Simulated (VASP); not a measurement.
Wanted: the native input for a VASP 6.6.1 run.

```yaml
Task: single point
Functional: r2SCAN
Potentials_or_basis: VASP PAW PBE potentials, release 64 (Ge_d)
Cutoff: 520 eV
k_mesh: 8 × 8 × 8
Occupations: fermi-dirac, width 0.05 eV
Spin: no spin polarisation
Dipole_correction: no
Further_INCAR_settings: ALGO = Normal; EDIFF = 1e-07; NBANDS = 21
```

The system is Ge.

```xyz
2
Lattice="0.0000 2.8360 2.8360 2.8360 0.0000 2.8360 2.8360 2.8360 0.0000" Properties=species:S:1:pos:R:3 pbc="T T T"
Ge    2.8360    2.8360    2.8360
Ge    4.2540    4.2540    4.2540
```

One way to write it, as run:

POSCAR

```
Ge
1.0
    0.0000000000      2.8360149687      2.8360149687
    2.8360149687      0.0000000000      2.8360149687
    2.8360149687      2.8360149687      0.0000000000
Ge
2
Direct
    0.5000000000      0.5000000000      0.5000000000
    0.7500000000      0.7500000000      0.7500000000
```

INCAR.step1

```
SYSTEM = Ge
  PREC = Accurate
  ENCUT = 520
  ISMEAR = -1
  SIGMA = 0.05
  LREAL = .FALSE.
  LASPH = .TRUE.
  NELM = 80
  NBANDS = 21
  GGA = PE
  ALGO = Normal
  EDIFF = 1E-4
  LWAVE = .TRUE.
  LCHARG = .FALSE.
```

INCAR.step2

```
SYSTEM = Ge
  PREC = Accurate
  ENCUT = 520
  EDIFF = 1E-7
  ISMEAR = -1
  SIGMA = 0.05
  LREAL = .FALSE.
  LASPH = .TRUE.
  NELM = 80
  ALGO = Normal
  ISIF = 2
  LWAVE = .FALSE.
  LCHARG = .FALSE.
  METAGGA = R2SCAN
  LMIXTAU = .TRUE.
  NBANDS = 21
  ISTART = 1
```

KPOINTS

```
Automatic mesh
0
G
  8 8 8
  0 0 0
```

Potentials or basis: VASP PAW PBE potentials, release 64 (Ge_d).

Command:

```sh
$ cat potpaw_PBE.64/Ge_d/POTCAR > POTCAR
$ cp INCAR.step1 INCAR
$ mpirun -np 1 vasp_std > vasp.out
$ cp INCAR.step2 INCAR
$ mpirun -np 1 vasp_std > vasp.out
```

Results of the run:

| Property | Result |
| --- | --- |
| Pressure | 0.1 GPa |
| Band gap on the k mesh | 0.33 eV |

Caveat: the PAW data sets were made with another functional, which shifts forces and pressure a little.

Wall time 3.8 min on 1 thread of Intel Xeon 8259CL, on a shared host, peak memory 0.18 GiB.
